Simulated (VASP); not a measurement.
# Al (Fm-3m) in VASP: a series of runs, part 2 of 2

VASP 6.6.1.

### Step 5. Relaxation of cell and atoms, PBE+D4

This run uses another cell than the first one, of 16.60 Å³/atom, 1.024 times its volume.

File INCAR:

```
  PREC = Accurate
  ENCUT = 600
  EDIFF = 1E-7
  ISMEAR = -1
  SIGMA = 0.05
  LREAL = F
  LASPH = T
  NELM = 100
  ALGO = Normal
  ISIF = 3
  LWAVE = F
  LCHARG = F
  GGA = PE
  IVDW = 13
  IBRION = 2
  NSW = 80
  EDIFFG = -0.005
```

File KPOINTS:

```
Automatic mesh
0
Gamma
  11 11 11
```

File POSCAR:

```
Al
1.0
    0.0000000000      2.0248050000      2.0248050000
    2.0248050000      0.0000000000      2.0248050000
    2.0248050000      2.0248050000      0.0000000000
Al
1
Direct
    0.0000000000      0.0000000000      0.0000000000
```

Potentials or basis: VASP PAW PBE potentials, release 64 (Al).

Command:

```sh
$ cat potpaw_PBE.64/Al/POTCAR > POTCAR
$ mpirun -np 1 vasp_std > vasp.out
```

OUTCAR:

```text
PREC = Accurate
   ENCUT = 600
   EDIFF = 1E-7
   ISMEAR = -1
   LREAL = F
   LASPH = T
   NELM = 100
   ISIF = 3
   GGA = PE
   IVDW = 13
   IBRION = 2
   NSW = 80
   EDIFFG = -0.005

 ion  position               nearest neighbor table
   1  0.000  0.000  0.000-

  LATTYP: Found a face centered cubic cell.
 ALAT       =     4.0496100000

  Lattice vectors:

 A1 = (   0.0000000000,   2.0248050000,   2.0248050000)
 A2 = (   2.0248050000,   0.0000000000,   2.0248050000)
 A3 = (   2.0248050000,   2.0248050000,   0.0000000000)

Analysis of symmetry for initial positions (statically):
=====================================================================
 Subroutine PRICEL returns:
 Original cell was already a primitive cell.

 Routine SETGRP: Setting up the symmetry group for a
 face centered cubic supercell.

[... 169 lines left out ...]

  Edisp (eV):   -0.34175
[... 69 lines left out ...]
--------------------------------------- Ionic step        3  -------------------------------------------

 number of electron       3.0000000 magnetization

 Free energy of the ion-electron system (eV)
  ---------------------------------------------------
  ext. energy  EPLUGINS =         0.00000000
  ---------------------------------------------------
  free energy    TOTEN  =        -3.74909849 eV

  energy without entropy =       -3.74516335  energy(sigma->0) =       -3.74713092

 E-fermi :   8.4246     XC(G=0): -10.3417

 val. band max:        8.3947154814   @ k =  -0.4545   0.3636   0.0000
 cond. band min:       8.4547113884   @ k =   0.4545   0.1818   0.0909
 fundamental gap:      0.0599959070
 Fermi energy:         8.4245549746

 k-point     1 :       0.0000    0.0000    0.0000
  band No.  band energies     occupation
      1      -2.9908      2.00000
      2      21.2644      0.00000
      3      21.2644      0.00000
      4      21.2644      0.00000
      5      23.0636      0.00000
[... 177 lines left out ...]
 k-point    24 :      -0.1818    0.1818    0.0000
  band No.  band energies     occupation
      1      -0.5513      2.00000
      2      12.3053      0.00000
      3      13.8867      0.00000
      4      20.6260      0.00000
      5      22.6807      0.00000

 [... further k-points ...]

------------------------ aborting loop because EDIFF is reached ----------------------------------------

  DFT-D4 for vdW energy calculation

  Edisp (eV):   -0.35722
[... 24 lines left out ...]
  FREE ENERGIE OF THE ION-ELECTRON SYSTEM (eV)
  ---------------------------------------------------
  free  energy   TOTEN  =        -4.1063190914 eV

  energy  without entropy=       -4.1023839448  energy(sigma->0) =       -4.10435152

 reached required accuracy - stopping structural energy minimisation
```

OSZICAR:

```text
N       E                     dE             d eps       ncg     rms          rms(c)
DAV:   1    -0.107774706207E+01   -0.10777E+01   -0.99335E+02   560   0.394E+02
DAV:   2    -0.375537541253E+01   -0.26776E+01   -0.25373E+01   725   0.331E+01
DAV:   3    -0.377802252648E+01   -0.22647E-01   -0.22644E-01   770   0.393E+00
[... 18 lines left out ...]
DAV:   1    -0.374912877295E+01   -0.34642E-02   -0.37453E-03   715   0.396E-01    0.526E-02
DAV:   2    -0.374911182407E+01    0.16949E-04   -0.23395E-05   615   0.428E-02    0.192E-02
DAV:   3    -0.374909976083E+01    0.12063E-04   -0.30295E-06   680   0.116E-02    0.588E-03
DAV:   4    -0.374909851938E+01    0.12415E-05   -0.31904E-07   730   0.358E-03    0.375E-03
DAV:   5    -0.374909849492E+01    0.24460E-07   -0.33352E-09   345   0.585E-04
   3 F= -.41063191E+01 E0= -.41043515E+01  d E =-.882256E-02
```

CONTCAR:

```text
Al
   1.00000000000000
    -0.0000000000000000    1.9939618762791838    1.9939618762791838
     1.9939618762791838   -0.0000000000000000    1.9939618762791838
     1.9939618762791838    1.9939618762791838   -0.0000000000000000
  Al
     1
Direct
     0.0000000000000000    0.0000000000000000    0.0000000000000000

  0.00000000E+00  0.00000000E+00  0.00000000E+00
```

It took 6.5 s on 1 thread of Intel Xeon 6975P-C, shared host; peak memory 0.14 GiB.

Results:

* Free energy: -4.1063 eV
* Relaxed volume: 15.86 Å³/atom
* Relaxed cell: a = 2.820 Å, b = 2.820 Å, c = 2.820 Å, α = 60.00°, β = 60.00°, γ = 60.00°
* Space group after relaxing (to 0.05 Å): Fm-3m (No. 225)
* Energy gained by relaxing: 8.8 meV/atom
* Ionic steps: 3
* Pressure after relaxing: 0.0 GPa
* Dispersion energy per atom: -0.357 eV

The path:
| step | energy change (eV) | largest force (eV/Å) | pressure (GPa) | volume (Å³) |
| --- | --- | --- | --- | --- |
| 1 | 0.0000 | 0.0000 | -3.63 | 16.60 |
| 2 | -0.0085 | 0.0000 | 0.81 | 15.71 |
| 3 | -0.0088 | 0.0000 | 0.01 | 15.86 |

Final structure:
```
CELL_PARAMETERS angstrom
0.00000 1.99396 1.99396
1.99396 0.00000 1.99396
1.99396 1.99396 0.00000
ATOMIC_POSITIONS crystal
Al 0.00000 0.00000 0.00000
```

Caveat: pairwise dispersion overbinds metals, which lowers pressure and volume.

### Step 6. Single point, PBE

This run uses another cell than the first one, of 16.60 Å³/atom, 1.024 times its volume.

File INCAR:

```
ALGO = Normal ; EDIFF = 1E-6
ENCUT = 520 ; GGA = PE
ISIF = 2 ; ISMEAR = -1
LASPH = T ; LCHARG = F
LREAL = F ; LWAVE = F
NBANDS = 8 ; NELM = 80
PREC = Accurate ; SIGMA = 0.05
```

File KPOINTS:

```
k-points
0
Gamma
  4 4 4
```

POSCAR is that of step 5.

Potentials or basis: VASP PAW PBE potentials, release 64 (Al).

Command:

```sh
$ cat potpaw_PBE.64/Al/POTCAR > POTCAR
$ mpirun -np 1 vasp_std > vasp.out
```

Wall time 1.3 s (1 thread of Intel Xeon 6975P-C, shared host); peak memory 0.12 GiB.

The run converged. Its results:

```
Free energy : -3.4650 eV
Pressure    : 0.3 GPa
```

Levels at points of the mesh, in eV from the Fermi level:
```tsv
k point	band 1	band 2	band 3	band 4	band 5	band 6
(0.00, 0.00, 0.00)	-10.41	13.26	13.26	13.26	14.71	14.71
(0.50, 0.00, 0.00)	-3.89	-3.69	12.02	12.02	12.11	12.11
(0.50, 0.50, 0.00)	-2.23	-0.92	5.94	6.24	6.24	9.69
```

Caveat: the k points lie up to 0.67 Å⁻¹ apart.

### Step 7. Overview

```tsv
task	level	cell	k mesh	cutoff (eV)	gap on the mesh (eV)	pressure (GPa)	relaxed volume (Å³/atom)
single point	PBEsol	a = 2.841 Å, angles 60.0°, 1 atom	11 × 11 × 11	520	none	0.0	-
single point	PBE+D4	a = 2.820 Å, angles 60.0°, 1 atom	11 × 11 × 11	520	none	0.0	-
relaxation of cell and atoms	PBEsol	relaxed from a = 2.864 Å, angles 60.0°, 1 atom	11 × 11 × 11	600	none	0.0	16.22
relaxation of cell and atoms	PBE+D4	relaxed from a = 2.864 Å, angles 60.0°, 1 atom	11 × 11 × 11	600	none	0.0	15.86
single point	PBE	a = 2.864 Å, angles 60.0°, 1 atom	4 × 4 × 4	520	none	0.3	-
```

Alike in all rows: potentials or basis VASP PAW PBE potentials, release 64 (Al); no spin polarisation; smearing fermi-dirac 0.05 eV.

Caveats: some runs use coarse meshes; the PAW data sets were made with another functional, which shifts forces and pressure a little (some runs); pairwise dispersion overbinds metals, which lowers pressure and volume (some runs).

Total energies depend on the potentials used, so only differences within one code and one set of settings carry meaning.

### Step 8. Against experiment

Step 4. The cell as given is a measured one (16.60 Å³/atom); PBEsol puts the equilibrium volume -2.3 % from it, thermal expansion not counted.

Step 5. The cell as given is a measured one (16.60 Å³/atom); PBE+D4 puts the equilibrium volume -4.5 % from it, thermal expansion not counted.
